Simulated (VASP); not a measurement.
**BaLiF3: single point with LDA**

BaLiF3:

```
Ba Li F
1.0
     3.98858    0.00000    0.00000
     0.00000    3.98858    0.00000
     0.00000    0.00000    3.98858
Ba Li F
1 1 3
Direct
  0.00000 0.00000 0.00000
  0.44682 0.44682 0.50000
  0.00000 0.50000 0.50000
  0.50000 0.50000 0.00000
  0.50000 0.00000 0.50000
```

This cell differs from its parent crystal: all Li atoms moved -0.300 Å, as atom 2 along Cartesian [1 1 0].

| Quantity | Value |
| --- | --- |
| Program | VASP 6.6.1 |
| Task | single point |
| Functional | LDA |
| Potentials or basis | VASP PAW LDA potentials, release 64 (Ba_sv, Li_sv, F) |
| Cutoff | 520 eV |
| k mesh | 6 × 6 × 6 |
| Occupations | gaussian, width 0.05 eV |
| Spin | no spin polarisation |
| Dipole correction | no |
| Further INCAR settings | ALGO = Normal; EDIFF = 1e-07; NBANDS = 25 |

```yaml
Largest_force: 1.049 eV/Å
Band_gap_on_the_k_mesh: 6.42 eV
```

Forces in eV/Å, atoms in the order of the input:
```
Ba  -0.261 -0.261  0.000
Li   0.742  0.742  0.000
F   -0.219 -0.114  0.000
F   -0.148 -0.148  0.000
F   -0.114 -0.219  0.000
```

Levels at points of the mesh, in eV from the valence-band top:
| k point | band 15 | band 16 | band 17 | band 18 | band 19 | band 20 |
| --- | --- | --- | --- | --- | --- | --- |
| (0.00, 0.00, 0.00) | -0.06 | 0.00 | 0.00 | 6.42 | 6.44 | 7.84 |
| (0.50, 0.00, 0.00) | -0.83 | -0.47 | -0.45 | 7.90 | 8.42 | 10.17 |
| (0.00, 0.00, 0.50) | -0.75 | -0.59 | -0.44 | 7.91 | 8.43 | 10.19 |
| (0.50, 0.50, 0.00) | -0.59 | -0.33 | -0.24 | 8.72 | 9.01 | 10.63 |
| (0.00, 0.50, 0.50) | -0.67 | -0.23 | -0.21 | 8.71 | 9.04 | 10.65 |
| (0.50, 0.50, 0.50) | -0.19 | -0.16 | -0.15 | 7.87 | 7.87 | 7.92 |

Run time: 84 s on 1 thread of Intel(R) Xeon(R) Platinum 8375C CPU @ 2.90GHz (Ice Lake), on a shared host, peak memory 0.2 GiB.

Caveat: the cell differs from its parent crystal (all Li atoms moved -0.300 Å, as atom 2 along Cartesian [1 1 0]); spin-orbit coupling is left out, which moves the levels of the heavy elements; forces of over 1 eV/Å act on the atoms, so gaps and moduli don't describe the material at rest. A k mesh can miss the band edges.
